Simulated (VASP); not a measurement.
# Bi2Se3 (R-3m) in VASP: settings compared

Aim: see how the results for Bi2Se3 move with the level of theory and the settings. Levels: LDA, PBE, RPBE. Tasks: single point.

Everything below comes from runs of VASP 6.6.1. Logs are shortened: lines on timing, memory, paths and dates and some standing lists are left out, and cuts for length are marked.

## (1) The cell of the first run

Symmetry: R-3m, No. 166, trigonal system. Conventional cell: a = 4.143 Å, b = 4.143 Å, c = 28.636 Å, α = 90.00°, β = 90.00°, γ = 120.00°. Bi (site symmetry 3m) has 6 Se at 2.85 to 3.07 Å within 3.8 Å. Within 3.8 Å of Se (site symmetry 3m) lie 3 Bi at 2.85 Å and 3 Se at 3.52 Å. Within 4.3 Å of Se (site symmetry -3m) lie 6 Bi at 3.07 Å and 12 Se at 4.14 to 4.23 Å.

## (2) Single point, LDA

INCAR reads:

```
ALGO     = Normal         # electronic algorithm
EDIFF    = 1E-6           # SCF threshold, eV
ENCUT    = 520            # plane-wave cutoff, eV
ISIF     = 2              # what is computed and relaxed
ISMEAR   = -1             # smearing method
LASPH    = T              # aspherical terms in the spheres
LCHARG   = F              # write CHGCAR
LREAL    = F              # projectors in reciprocal space
LWAVE    = F              # write WAVECAR
NBANDS   = 32             # bands
NELM     = 100            # most SCF steps
PREC     = Accurate       # precision mode
SIGMA    = 0.05           # smearing width, eV
```

KPOINTS reads:

```
k-points
0
Gamma
  8 8 8
```

POSCAR reads:

```
Bi2Se3
1.0
    2.0715000000      1.1959810826      9.5453333333
   -2.0715000000      1.1959810826      9.5453333333
    0.0000000000     -2.3919621653      9.5453333333
Bi Se
2 3
Direct
    0.5992000000      0.5992000000      0.5992000000
    0.4008000000      0.4008000000      0.4008000000
    0.7883000000      0.7883000000      0.7883000000
    0.2117000000      0.2117000000      0.2117000000
    0.0000000000      0.0000000000      0.0000000000
```

Potentials or basis: VASP PAW LDA potentials, release 64 (Bi_d, Se).

Launch:

```
$ cat potpaw_LDA.64/Bi_d/POTCAR potpaw_LDA.64/Se/POTCAR > POTCAR
$ mpirun -np 1 vasp_std > vasp.out
```

OUTCAR:

```text
EDIFF = 1E-6
   ENCUT = 520
   ISIF = 2
   ISMEAR = -1
   LASPH = T
   LREAL = F
   NELM = 100
   PREC = Accurate

 ion  position               nearest neighbor table
   1  0.599  0.599  0.599-   4 2.85   4 2.85   4 2.85   5 3.07   5 3.07   5 3.07
   2  0.401  0.401  0.401-   3 2.85   3 2.85   3 2.85   5 3.07   5 3.07   5 3.07
   3  0.788  0.788  0.788-   2 2.85   2 2.85   2 2.85
   4  0.212  0.212  0.212-   1 2.85   1 2.85   1 2.85
   5  0.000  0.000  0.000-   1 3.07   1 3.07   2 3.07   2 3.07   1 3.07   2 3.07

  LATTYP: Found a trigonal (rhomboedric) cell.
 ALAT       =     9.8404710987
 COS(alpha) =     0.9113725833

  Lattice vectors:

 A1 = (   2.0715000000,   1.1959810826,   9.5453333333)
 A2 = (  -2.0715000000,   1.1959810826,   9.5453333333)
 A3 = (   0.0000000000,  -2.3919621653,   9.5453333333)

Analysis of symmetry for initial positions (statically):
=====================================================================
 Subroutine PRICEL returns:
 Original cell was already a primitive cell.

 Routine SETGRP: Setting up the symmetry group for a
 trigonal (rhombohedral) supercell.

 Subroutine GETGRP returns: Found 12 space group operations
 (whereof 12 operations were pure point group operations)
 out of a pool of 12 trial point group operations.

The static configuration has the point symmetry D_3d.

Analysis of symmetry for dynamics (positions and initial velocities):
=====================================================================
 Subroutine PRICEL returns:
 Original cell was already a primitive cell.

 Routine SETGRP: Setting up the symmetry group for a
 trigonal (rhombohedral) supercell.

 Subroutine GETGRP returns: Found 12 space group operations
 (whereof 12 operations were pure point group operations)
 out of a pool of 12 trial point group operations.

The dynamic configuration has the point symmetry D_3d.

 Subroutine INISYM returns: Found 12 space group operations
 (whereof 12 operations are pure point group operations),
 and found     1 'primitive' translations

----------------------------------------------------------------------------------------

                                     Primitive cell

  volume of cell :     141.8899

  direct lattice vectors                    reciprocal lattice vectors
     2.071500000  1.195981083  9.545333333     0.241370987  0.139355604  0.034921078
    -2.071500000  1.195981083  9.545333333    -0.241370987  0.139355604  0.034921078
     0.000000000 -2.391962165  9.545333333     0.000000000 -0.278711209  0.034921078

  length of vectors
     9.840471099  9.840471099  9.840471099     0.280890405  0.280890405  0.280890405

  position of ions in fractional coordinates (direct lattice)
     0.599200000  0.599200000  0.599200000
     0.400800000  0.400800000  0.400800000
     0.788300000  0.788300000  0.788300000
     0.211700000  0.211700000  0.211700000
     0.000000000  0.000000000  0.000000000

  ion indices of the primitive-cell ions
   primitive index   ion index
                 1           1
                 2           2
                 3           3
                 4           4
                 5           5

----------------------------------------------------------------------------------------

 KPOINTS: k-points

Automatic generation of k-mesh.
 Grid dimensions read from file:
 generate k-points for:    8    8    8

 Generating k-lattice:

  Cartesian coordinates                     Fractional coordinates (reciprocal lattice)
     0.030171373  0.017419451  0.004365135     0.125000000 -0.000000000  0.000000000
    -0.030171373  0.017419451  0.004365135    -0.000000000  0.125000000  0.000000000
     0.000000000 -0.034838901  0.004365135     0.000000000  0.000000000  0.125000000

  Length of vectors
     0.035111301  0.035111301  0.035111301

  Shift w.r.t. Gamma in fractional coordinates (k-lattice)
     0.000000000  0.000000000  0.000000000

 Subroutine IBZKPT returns following result:
 ===========================================

 Found     65 irreducible k-points:

 Following reciprocal coordinates:
            Coordinates               Weight
  0.000000  0.000000  0.000000      1.000000
  0.125000  0.000000 -0.000000      6.000000
  0.250000  0.000000 -0.000000      6.000000
  0.375000 -0.000000 -0.000000      6.000000
  0.500000  0.000000 -0.000000      3.000000
  0.125000  0.125000 -0.000000      6.000000
[... 16 lines left out ...]
  0.250000  0.125000  0.125000      6.000000
  0.375000  0.125000  0.125000      6.000000
 [... further k-points ...]
   k-points           NKPTS =     65   k-points in BZ     NKDIM =     65   number of bands    NBANDS=     32
   number of dos      NEDOS =    301   number of ions     NIONS =      5
   total plane-waves  NPLWV = 512000
   dimension x,y,z NGX =    80 NGY =   80 NGZ =   80
   dimension x,y,z NGXF=   160 NGYF=  160 NGZF=  160
   ions per type =               2   3
   NGX,Y,Z   is equivalent  to a cutoff of  13.52, 13.52, 13.52 a.u.
[... 32 lines left out ...]
  volume/ion in A,a.u.               =      28.38       191.50
  Fermi-wavevector in a.u.,A,eV,Ry     =   1.140700  2.155610 17.703848  1.301196
  Thomas-Fermi vector in A             =   2.277401
   LORBIT       =      0    0 simple, 1 ext, 2 COOP (PROOUT), +10 PAW based schemes
   GGA     = CA    functional components
   LHFCALC =     F    Hartree Fock is set to
   AEXX    =    0.0000 exact exchange contribution
   IVDW    =     0    specifies the selected vdW correction
   LEPSILON=     F    determine dielectric tensor
   LRPA    =     F    only Hartree local field effects (RPA)
 non-spin polarized calculation
  energy-cutoff  :      520.00
  volume of cell :      141.89
 maximum number of plane-waves:      3857
 NGX is ok and might be reduce to    80
   NGX = 37   NGY = 37   NGZ = 37

 number of electron      47.9999997 magnetization

 Free energy of the ion-electron system (eV)
  ---------------------------------------------------
  ext. energy  EPLUGINS =         0.00000000
  ---------------------------------------------------
  free energy    TOTEN  =       -23.39728040 eV

  energy without entropy =      -23.39689968  energy(sigma->0) =      -23.39709004

 E-fermi :   4.9022     XC(G=0):  -9.7991

 val. band max:        4.8536689187   @ k =   0.0000   0.0000   0.0000
 cond. band min:       4.9432128842   @ k =   0.0000   0.0000   0.0000
 fundamental gap:      0.0895439655
 Fermi energy:         4.9021625840

 k-point     1 :       0.0000    0.0000    0.0000
  band No.  band energies     occupation
      1     -18.2047      2.00000
      2     -18.2047      2.00000
      3     -18.2027      2.00000
      4     -18.2027      2.00000
      5     -18.1909      2.00000
      6     -18.1882      2.00000
[... 24 lines left out ...]
     31      10.6186      0.00000
     32      11.7769      0.00000

 k-point     2 :       0.1250    0.0000   -0.0000
  band No.  band energies     occupation
      1     -18.2071      2.00000
      2     -18.2047      2.00000
      3     -18.2012      2.00000
      4     -18.1993      2.00000
      5     -18.1887      2.00000
      6     -18.1861      2.00000
[... 24 lines left out ...]
     31      10.2383      0.00000
     32      10.8196      0.00000

 k-point     3 :       0.2500    0.0000   -0.0000
  band No.  band energies     occupation
      1     -18.2143      2.00000
      2     -18.2107      2.00000
      3     -18.1946      2.00000
      4     -18.1926      2.00000
      5     -18.1893      2.00000
      6     -18.1851      2.00000
[... 24 lines left out ...]
     31       9.3576      0.00000
     32      10.9845      0.00000

 k-point     4 :       0.3750   -0.0000   -0.0000
  band No.  band energies     occupation
      1     -18.2223      2.00000
      2     -18.2174      2.00000
      3     -18.1931      2.00000
      4     -18.1923      2.00000
      5     -18.1887      2.00000
      6     -18.1885      2.00000
[... 654 lines left out ...]
     31      10.6215      0.00000
     32      11.5142      0.00000

 k-point    23 :       0.2500    0.1250    0.1250
  band No.  band energies     occupation
      1     -18.2071      2.00000
      2     -18.2047      2.00000
      3     -18.2012      2.00000
      4     -18.1993      2.00000
      5     -18.1886      2.00000
      6     -18.1862      2.00000
[... 24 lines left out ...]
     31      10.1997      0.00000
     32      11.0094      0.00000

 k-point    24 :       0.3750    0.1250    0.1250
  band No.  band energies     occupation
      1     -18.2143      2.00000
      2     -18.2107      2.00000
      3     -18.1946      2.00000
      4     -18.1926      2.00000
      5     -18.1893      2.00000
      6     -18.1851      2.00000
[... 24 lines left out ...]
     31       9.4384      0.00000
     32      11.0622      0.00000

 [... further k-points ...]

------------------------ aborting loop because EDIFF is reached ----------------------------------------

  FORCE on cell =-STRESS in cart. coord.  units (eV):
  Direction    XX          YY          ZZ          XY          YZ          ZX
  --------------------------------------------------------------------------------------
  -------------------------------------------------------------------------------------
  Total       -1.4300862     -1.4300862     -1.5423214      0.0000000      0.0000000      0.0000000
  in kB      -16.1480916    -16.1480916    -17.4154172      0.0000000      0.0000000      0.0000000
  external PRESSURE =     -16.5705334 kB  Pullay stress =       0.0000000 kB

 VOLUME and BASIS-vectors are now :
 -----------------------------------------------------------------------------
  energy-cutoff  :      520.00
  volume of cell :      141.89
      direct lattice vectors                 reciprocal lattice vectors
     2.071500000  1.195981083  9.545333333     0.241370987  0.139355604  0.034921078
    -2.071500000  1.195981083  9.545333333    -0.241370987  0.139355604  0.034921078
     0.000000000 -2.391962165  9.545333333     0.000000000 -0.278711209  0.034921078

 POSITION                                       TOTAL-FORCE (eV/Angst)
 -----------------------------------------------------------------------------------
      0.00000     -0.00000     17.15869         0.000000     -0.000000      0.135840
      0.00000     -0.00000     11.47731         0.000000      0.000000     -0.135840
      0.00000     -0.00000     22.57376         0.000000     -0.000000      0.019163
      0.00000     -0.00000      6.06224         0.000000      0.000000     -0.019163
      0.00000      0.00000      0.00000         0.000000     -0.000000      0.000000
 -----------------------------------------------------------------------------------
    total drift:                                0.000000      0.000000     -0.000000

  FREE ENERGIE OF THE ION-ELECTRON SYSTEM (eV)
  ---------------------------------------------------
  free  energy   TOTEN  =       -23.3972804038 eV

  energy  without entropy=      -23.3968996754  energy(sigma->0) =      -23.39709004
```

It took 31 min on 1 thread of Intel Xeon 8259CL, shared host; peak memory 0.83 GiB.

What came out:

| Quantity | Value |
| --- | --- |
| Free energy | -23.3973 eV |
| Pressure | -1.7 GPa |
| Largest force | 0.136 eV/Å |
| Band gap on the k mesh | 0.09 eV |

Forces in eV/Å, atoms in the order of the input:
```
Bi   0.000  0.000  0.136
Bi   0.000  0.000 -0.136
Se   0.000  0.000  0.019
Se   0.000  0.000 -0.019
Se   0.000  0.000  0.000
```

Stress tensor (GPa, compression positive):
```
-1.61  0.00  0.00
 0.00 -1.61  0.00
 0.00  0.00 -1.74
```

Levels at points of the mesh, in eV from the valence-band top:
| k point | band 21 | band 22 | band 23 | band 24 | band 25 | band 26 | band 27 | band 28 |
| --- | --- | --- | --- | --- | --- | --- | --- | --- |
| (0.00, 0.00, 0.00) | -1.87 | -1.19 | -1.19 | 0.00 | 0.09 | 1.32 | 1.32 | 2.03 |
| (0.50, 0.00, 0.00) | -3.03 | -2.17 | -1.22 | -0.56 | 0.73 | 1.86 | 2.86 | 3.09 |
| (0.50, 0.50, 0.00) | -1.93 | -1.90 | -1.63 | -1.01 | 1.25 | 1.88 | 2.54 | 2.90 |
| (0.50, 0.50, 0.50) | -1.60 | -1.37 | -1.37 | -0.49 | 0.55 | 1.64 | 1.64 | 1.97 |

Caveat: spin-orbit coupling is left out, which moves the levels of the heavy elements. A k mesh can miss the band edges.

## (3) Single point, PBE

This run uses another cell than the first one, of 31.62 Å³/atom.

INCAR reads:

```
SYSTEM = Bi2Se3
PREC = Accurate
ENCUT = 520
EDIFF = 1E-6
ISMEAR = -1
SIGMA = 0.05
LREAL = .FALSE.
LASPH = .TRUE.
NELM = 100
ALGO = Normal
ISIF = 2
LWAVE = .FALSE.
LCHARG = .FALSE.
GGA = PE
NBANDS = 32
```

KPOINTS reads:

```
Automatic mesh
0
G
  8 8 8
  0 0 0
```

POSCAR reads:

```
Bi2Se3
1.0
    2.0953003022      1.2097221935     10.3965165554
   -2.0953003022      1.2097221935     10.3965165554
    0.0000000000     -2.4194443871     10.3965165554
Bi Se
2 3
Direct
    0.6041506910      0.6041506910      0.6041506910
    0.3958493090      0.3958493090      0.3958493090
    0.7792809165      0.7792809165      0.7792809165
    0.2207190835      0.2207190835      0.2207190835
    0.0000000000      0.0000000000      0.0000000000
```

Potentials or basis: VASP PAW PBE potentials, release 64 (Bi_d, Se).

Launch:

```
$ cat potpaw_PBE.64/Bi_d/POTCAR potpaw_PBE.64/Se/POTCAR > POTCAR
$ mpirun -np 1 vasp_std > vasp.out
```

Run time: 34 min. Hardware: 1 thread of Intel Xeon 8259CL, shared host; peak memory 1.1 GiB.

It converged, with:

```
Free energy            : -20.2368 eV
Pressure               : 0.0 GPa
Largest force          : 0.010 eV/Å
Band gap on the k mesh : 0.69 eV
```

Forces on the atoms (eV/Å):
```
Bi   0.000  0.000  0.008
Bi   0.000  0.000 -0.008
Se   0.000  0.000  0.010
Se   0.000  0.000 -0.010
Se   0.000  0.000  0.000
```

Levels at points of the mesh, in eV from the valence-band top:
```csv
k point,band 22,band 23,band 24,band 25,band 26,band 27
"(0.00, 0.00, 0.00)",-0.72,-0.72,0.00,0.69,1.97,1.97
"(0.50, 0.00, 0.00)",-1.24,-0.82,-0.42,1.42,2.61,3.17
"(0.50, 0.50, 0.00)",-1.07,-0.92,-0.75,1.72,2.52,2.83
"(0.50, 0.50, 0.50)",-0.77,-0.77,-0.25,0.83,2.06,2.06
```

Caveat: spin-orbit coupling is left out, which moves the levels of the heavy elements. A hybrid or GW would open this gap; PBE tends to underestimate it.

## (4) Single point, LDA

INCAR reads:

```
SYSTEM = Bi2Se3
PREC = Accurate
ENCUT = 520
EDIFF = 1E-7
ISMEAR = 0
SIGMA = 0.05
LREAL = .False.
LASPH = .True.
NELM = 80
ALGO = Normal
ISIF = 2
LWAVE = .False.
LCHARG = .False.
GGA = CA
NBANDS = 32
```

KPOINTS reads:

```
regular mesh
0
Gamma
  8 8 8
  0 0 0
```

POSCAR reads:

```
Bi2Se3
1.0
    2.0715000000      1.1959810826      9.5453333333
   -2.0715000000      1.1959810826      9.5453333333
    0.0000000000     -2.3919621653      9.5453333333
Bi Se
2 3
Direct
    0.5992000000      0.5992000000      0.5992000000
    0.4008000000      0.4008000000      0.4008000000
    0.7883000000      0.7883000000      0.7883000000
    0.2117000000      0.2117000000      0.2117000000
    0.0000000000      0.0000000000      0.0000000000
```

Potentials or basis: VASP PAW LDA potentials, release 64 (Bi_d, Se).

Launch:

```
$ cat potpaw_LDA.64/Bi_d/POTCAR potpaw_LDA.64/Se/POTCAR > POTCAR
$ mpirun -np 1 vasp_std > vasp.out
```

Run time: 33 min. Hardware: 1 thread of Intel Xeon 8259CL, shared host; peak memory 0.83 GiB.

Results (log left out):

| Quantity | Value |
| --- | --- |
| Free energy | -23.3971 eV |
| Pressure | -1.7 GPa |
| Largest force | 0.136 eV/Å |
| Band gap on the k mesh | 0.09 eV |

Forces on the atoms (eV/Å):
```
Bi   0.000  0.000  0.136
Bi   0.000  0.000 -0.136
Se   0.000  0.000  0.019
Se   0.000  0.000 -0.019
Se   0.000  0.000  0.000
```

Stress tensor (GPa, compression positive):
```
-1.61  0.00  0.00
 0.00 -1.61  0.00
 0.00  0.00 -1.73
```

Levels at points of the mesh, in eV from the valence-band top:
```
           k point  band 21  band 22  band 23  band 24  band 25  band 26  band 27  band 28
(0.00, 0.00, 0.00)    -1.87    -1.19    -1.19     0.00     0.09     1.32     1.32     2.03
(0.50, 0.00, 0.00)    -3.03    -2.17    -1.22    -0.56     0.73     1.86     2.86     3.09
(0.50, 0.50, 0.00)    -1.93    -1.90    -1.63    -1.01     1.25     1.88     2.54     2.90
(0.50, 0.50, 0.50)    -1.60    -1.37    -1.37    -0.49     0.55     1.64     1.64     1.97
```

Caveat: spin-orbit coupling is left out, which moves the levels of the heavy elements. A k mesh can miss the band edges.

## (5) Single point, RPBE

INCAR reads:

```
SYSTEM = Bi2Se3
PREC = Accurate
ENCUT = 520
EDIFF = 1E-6
ISMEAR = 0
SIGMA = 0.05
LREAL = .FALSE.
LASPH = .TRUE.
NELM = 80
ALGO = Normal
ISIF = 2
LWAVE = .FALSE.
LCHARG = .TRUE.
GGA = RP
LELF = .TRUE.
LVHAR = .TRUE.
NBANDS = 32
```

KPOINTS reads:

```
Automatic mesh
0
G
  8 8 8
  0 0 0
```

POSCAR is that of step 4.

Potentials or basis: VASP PAW PBE potentials, release 64 (Bi_d, Se).

Launch:

```
$ cat potpaw_PBE.64/Bi_d/POTCAR potpaw_PBE.64/Se/POTCAR > POTCAR
$ mpirun -np 1 vasp_std > vasp.out
```

It took 38 min on 1 thread of Intel Xeon 8259CL, shared host; peak memory 1 GiB.

It converged, with:

* Free energy: -18.3678 eV
* Pressure: 4.2 GPa
* Largest force: 0.170 eV/Å
* Band gap on the k mesh: 0.29 eV

Forces in eV/Å, atoms in the order of the input:
```
Bi   0.000  0.000  0.170
Bi   0.000  0.000 -0.170
Se   0.000  0.000  0.169
Se   0.000  0.000 -0.169
Se   0.000  0.000  0.000
```

Stress tensor (GPa, compression positive):
```
4.20 0.00 0.00
0.00 4.20 0.00
0.00 0.00 4.33
```

Levels at points of the mesh, in eV from the valence-band top:
| k point | band 21 | band 22 | band 23 | band 24 | band 25 | band 26 | band 27 | band 28 |
| --- | --- | --- | --- | --- | --- | --- | --- | --- |
| (0.00, 0.00, 0.00) | -1.88 | -1.23 | -1.23 | 0.00 | 0.29 | 1.42 | 1.42 | 2.17 |
| (0.50, 0.00, 0.00) | -2.97 | -2.14 | -1.25 | -0.56 | 0.90 | 1.95 | 3.03 | 3.17 |
| (0.50, 0.50, 0.00) | -1.87 | -1.87 | -1.65 | -1.00 | 1.39 | 1.99 | 2.61 | 3.03 |
| (0.50, 0.50, 0.50) | -1.51 | -1.40 | -1.40 | -0.43 | 0.67 | 1.73 | 1.73 | 2.11 |

Caveat: the cell stands under pressure; the PAW data sets were made with another functional, which shifts forces and pressure a little; spin-orbit coupling is left out, which moves the levels of the heavy elements.

## (6) Overview

| level | potentials or basis | cell | smearing | gap on the mesh (eV) | pressure (GPa) | largest force (eV/Å) |
| --- | --- | --- | --- | --- | --- | --- |
| LDA | VASP PAW LDA potentials, release 64 (Bi_d, Se) | a = 9.840 Å, angles 24.3°, 5 atoms, atomic positions A | fermi-dirac 0.05 eV | 0.09 | -1.7 | 0.14 |
| PBE | VASP PAW PBE potentials, release 64 (Bi_d, Se) | a = 10.674 Å, angles 22.6°, 5 atoms, atomic positions B | fermi-dirac 0.05 eV | 0.69 | 0.0 | 0.01 |
| LDA | VASP PAW LDA potentials, release 64 (Bi_d, Se) | a = 9.840 Å, angles 24.3°, 5 atoms, atomic positions A | gaussian 0.05 eV | 0.09 | -1.7 | 0.14 |
| RPBE | VASP PAW PBE potentials, release 64 (Bi_d, Se) | a = 9.840 Å, angles 24.3°, 5 atoms, atomic positions A | gaussian 0.05 eV | 0.29 | 4.2 | 0.17 |

Alike in all rows: task single point; no spin polarisation; k mesh 8 × 8 × 8; cutoff (eV) 520.

Caveats: spin-orbit coupling is left out, which moves the levels of the heavy elements; the cell stands under pressure (at least some runs); the PAW data sets were made with another functional, which shifts forces and pressure a little (at least some runs).

Total energies depend on the potentials used, so only differences within one code and one set of settings carry meaning.
